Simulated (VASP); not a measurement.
Sn:

```xyz
4
Lattice="3.4689 -2.2927 0.0000 3.4689 2.2927 0.0000 0.0000 0.0000 9.3524" Properties=species:S:1:pos:R:3 pbc="T T T"
Sn    3.4689   -1.6049    1.0942
Sn    3.4689   -0.6878    5.7704
Sn    3.4689    1.6049    8.2582
Sn    3.4689    0.6878    3.5820
```

| Quantity | Value |
| --- | --- |
| Program | VASP 6.6.1 |
| Task | relaxation of cell and atoms |
| Functional | PBE |
| Potentials or basis | VASP PAW PBE potentials, release 64 (Sn_d) |
| Cutoff | 600 eV |
| k mesh | 4 × 4 × 2 |
| Occupations | gaussian, width 0.1 eV |
| Spin | no spin polarisation |

At the start: pressure -0.7 GPa; volume 37.19 Å³/atom.

Q: Where does the relaxation end?

A: Over 21 steps the energy falls by 575.4 meV/atom and the volume is 29.88 Å³/atom (-19.6 %); space group Cmce (No. 64, to 0.1 Å) before and after.

The path:
| step | energy change (eV) | largest force (eV/Å) | pressure (GPa) | volume (Å³) |
| --- | --- | --- | --- | --- |
| 1 | 0.0000 | 2.7468 | -0.73 | 148.76 |
| 2 | -1.0860 | 0.5885 | -4.37 | 144.55 |
| 3 | -1.2255 | 0.5029 | -4.56 | 143.18 |
| 4 | -1.5197 | 0.2852 | -5.05 | 140.20 |
| 5 | -1.8517 | 0.2009 | -3.04 | 133.27 |
| 6 | -0.6958 | 2.7893 | 16.01 | 115.63 |
| 7 | -1.9302 | 0.1207 | -1.56 | 131.36 |
| 8 | -1.9480 | 0.2333 | -0.74 | 130.24 |
| 9 | -1.9523 | 0.2863 | -0.38 | 129.75 |
| 10 | -2.1319 | 0.1872 | -0.17 | 127.22 |
| 11 | -2.2562 | 0.1939 | 0.27 | 123.70 |
| 12 | -2.2562 | 0.1955 | 0.44 | 123.53 |
| 13 | -2.2670 | 0.0284 | -1.08 | 125.92 |
| 14 | -2.2692 | 0.0821 | -0.69 | 125.19 |
| 15 | -2.2877 | 0.1001 | -0.47 | 123.13 |
| 16 | -2.2936 | 0.1090 | -0.25 | 121.48 |
| 17 | -2.2937 | 0.1101 | -0.21 | 121.15 |
| 18 | -2.3006 | 0.0461 | 0.16 | 119.24 |
| 19 | -2.3006 | 0.0415 | 0.20 | 119.09 |
| 20 | -2.3010 | 0.0386 | -0.21 | 119.86 |
| 21 | -2.3015 | 0.0074 | -0.03 | 119.54 |

Final structure:
```cif
data_structure
_symmetry_space_group_name_H-M 'P 1'
_symmetry_Int_Tables_number 1
_cell_length_a 3.3461
_cell_length_b 3.3461
_cell_length_c 10.6765
_cell_angle_alpha 90.000
_cell_angle_beta 90.000
_cell_angle_gamma 89.904
_cell_volume 119.54
loop_
_atom_site_label
_atom_site_type_symbol
_atom_site_fract_x
_atom_site_fract_y
_atom_site_fract_z
_atom_site_occupancy
Sn1 Sn 0.79552 0.20448 0.14886 1
Sn2 Sn 0.70448 0.29552 0.64886 1
Sn3 Sn 0.20448 0.79552 0.85114 1
Sn4 Sn 0.29552 0.70448 0.35114 1
```

Caveat: the k points lie up to 0.47 Å⁻¹ apart in the final cell, too coarse for converged energies and pressures of a metal; the volume moved by over 15 % at a fixed basis, so the end points are rough.
